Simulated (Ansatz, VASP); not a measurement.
One calculation of MoS2, two programs

```
Mo S
1.0
     3.04932    0.00000    0.00000
    -1.52466    2.64079    0.00000
     0.00000    0.00000   11.13162
Mo S
2 4
Direct
  0.33333 0.66667 0.25000
  0.66667 0.33333 0.75000
  0.33333 0.66667 0.60862
  0.66667 0.33333 0.10862
  0.33333 0.66667 0.89138
  0.66667 0.33333 0.39138
```

Alike in both runs: task single point; functional PBE; dispersion D3(BJ); k mesh 15 × 15 × 4; occupations gaussian, width 0.02 eV; no spin polarisation.

|  | VASP | Ansatz |
| --- | --- | --- |
| version | VASP 6.6.1 | Ansatz 0.2.0 |
| potentials or method | VASP PAW PBE potentials, release 64 (Mo_sv, S), cutoff 520 eV | scalar-relativistic, plane waves, PAW |
| valence electrons in the cell | 52 | 52 |

```tsv
	VASP	Ansatz	Ansatz less VASP
gap on the k mesh at the Fermi level (eV)	0.22	0.20	-0.027
least direct gap on the mesh (eV)	1.51	1.51	0.000
pressure (GPa)	13.5	13.7	+0.18
traceless stress, the component that is largest in VASP (GPa)	-0.06	0.00	+0.057
rms of the force components (eV/Å)	0.010	0.000	-0.0098
```

Atom by atom the forces differ by 0.010 eV/Å (rms over components).
